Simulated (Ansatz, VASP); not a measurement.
## Si2Br in VASP and in Ansatz

```
Si Br
1.0
     5.55593    0.00000    0.00000
     0.00000    5.55593    0.00000
     0.00000    0.00000    5.56902
Si Br
4 2
Direct
  0.50000 0.00000 0.73370
  0.00000 0.50000 0.76630
  0.00000 0.50000 0.23370
  0.50000 0.00000 0.26630
  0.50000 0.50000 0.75000
  0.50000 0.50000 0.25000
```

Alike in both runs: functional PBE; k mesh 4 × 4 × 4; occupations gaussian, width 0.1 eV; no spin polarisation.

Ansatz relaxed the structure, and its values are those at the end. VASP's run is a single point on that final structure, the one shown.

|  | VASP | Ansatz |
| --- | --- | --- |
| version | VASP 6.6.1 | Ansatz 0.2.0 |
| potentials or method | VASP PAW PBE potentials, release 64 (Si, Br), cutoff 520 eV | scalar-relativistic, plane waves, PAW |
| valence electrons in the cell | 30 | 30 |

```csv
,VASP,Ansatz,Ansatz less VASP
gap on the k mesh at the Fermi level (eV),none,none,-
pressure (GPa),0.0,0.0,0.00
```

A gap of «none» marks a metal or a gap that the smearing closes. With one functional, cell and mesh, what is left measures potentials, basis and numerics.
